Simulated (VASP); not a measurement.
Wanted: the native input for a VASP 6.6.1 run.

| Quantity | Value |
| --- | --- |
| Task | single point |
| Functional | PBE |
| Potentials or basis | VASP PAW PBE potentials, release 64 (Si, Cl) |
| Cutoff | 520 eV |
| k mesh | 7 × 5 × 1 |
| Occupations | gaussian, width 0.05 eV |
| Spin | collinear spin |
| Starting moments | [0.0, 0.0, 0.0, 0.0, 0.0, 0.0, 1.0] μB |
| Dipole correction | yes |
| Further INCAR settings | ALGO = Normal; EDIFF = 1e-06; NBANDS = 28 |

The structure of Si6Cl lies in POSCAR:

```
Si6Cl
1.0
    3.8675355695      0.0000000000      0.0000000000
    0.0000000000      5.4695212554      0.0000000000
    0.0000000000      0.0000000000     19.2238421361
Si Cl
6 1
Direct
    0.5000000000      0.0000000000      0.2080749505
    0.0000000000      0.2500000000      0.2080749505
    0.0000000000      0.5024402202      0.3062860998
    0.5000000000      0.7475597798      0.3062860998
    0.5000000000      0.0098635024      0.4017845174
    0.0000000000      0.2401364976      0.4017845174
    0.5000000000      0.1765301691      0.5168110486
```

One way to write it, as run:

INCAR

```
ALGO     = Normal         # electronic algorithm
DIPOL    = 0.5 0.5 0.336
EDIFF    = 1E-6           # SCF threshold, eV
ENCUT    = 520            # plane-wave cutoff, eV
GGA      = PE             # functional
IDIPOL   = 3            
ISIF     = 2              # what is computed and relaxed
ISMEAR   = 0              # smearing method
ISPIN    = 2              # spin polarisation
LASPH    = T              # aspherical terms in the spheres
LCHARG   = F              # write CHGCAR
LDIPOL   = T            
LORBIT   = 11             # projections on sites
LREAL    = F              # projectors in reciprocal space
LWAVE    = F              # write WAVECAR
MAGMOM   = 0 0 0 0 0 0 1  # initial moments
NBANDS   = 28             # bands
NELM     = 150            # most SCF steps
PREC     = Accurate       # precision mode
SIGMA    = 0.05           # smearing width, eV
```

KPOINTS

```
k-points
0
Gamma
  7 5 1
```

Potentials or basis: VASP PAW PBE potentials, release 64 (Si, Cl).

Command:

```sh
$ cat potpaw_PBE.64/Si/POTCAR potpaw_PBE.64/Cl/POTCAR > POTCAR
$ mpirun -np 1 vasp_std > vasp.out
```

It gave:

The largest force is 1.106 eV/Å, the net moment is 0.00 μB per cell and the valence electrons inside the program's atomic spheres are Si 1.63, 1.68, 1.62, 1.64 (each value once); Cl 5.05.

Run time: 5.2 min on 1 thread of AMD EPYC 9R45 96-Core Processor (Zen 5), on a shared host, peak memory 0.65 GiB.
